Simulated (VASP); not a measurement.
Wanted: the native input for a VASP 6.6.1 run.

* Task: single point
* Functional: PBE
* Potentials or basis: VASP PAW PBE potentials, release 64 (Mg_sv, O)
* Cutoff: 840 eV
* k mesh: 10 × 10 × 10
* Occupations: fermi-dirac, width 0.02 eV
* Spin: no spin polarisation
* Dipole correction: no
* Further INCAR settings: ALGO = Normal; EDIFF = 1e-06; NBANDS = 15

The structure of MgO lies in POSCAR:

```
MgO
1.0
    0.0000000000      2.1021680256      2.1021680256
    1.9825546649      0.0000000000      2.1021680256
    1.9825546649      2.1021680256      0.0000000000
Mg O
1 1
Direct
    0.0000000000      0.0000000000      0.0000000000
    0.5000000000      0.5000000000      0.5000000000
```

This cell differs from its parent crystal: uniaxial x strain -5.7%.

One way to write it, as run:

INCAR

```
  PREC = Accurate
  ENCUT = 840
  EDIFF = 1E-6
  ISMEAR = -1
  SIGMA = 0.02
  LREAL = False
  LASPH = True
  NELM = 120
  ALGO = Normal
  ISIF = 2
  LWAVE = False
  LCHARG = False
  GGA = PE
  NBANDS = 15
  GGA_COMPAT = False
```

KPOINTS

```
Automatic mesh
0
Gamma
  10 10 10
```

Potentials or basis: VASP PAW PBE potentials, release 64 (Mg_sv, O).

Command:

```bash
$ cat potpaw_PBE.64/Mg_sv/POTCAR potpaw_PBE.64/O/POTCAR > POTCAR
$ mpirun -np 1 vasp_std > vasp.out
```

Results of the run:

The pressure is 18.6 GPa and the band gap on the k mesh is 5.32 eV.

Caveat: the cell differs from its parent crystal (uniaxial x strain -5.7%); the stress differs along the axes, from 12 to 32 GPa.

It took 27 s on 1 thread of Intel(R) Xeon(R) Platinum 8488C (Sapphire Rapids) (shared host), peak memory 0.18 GiB.
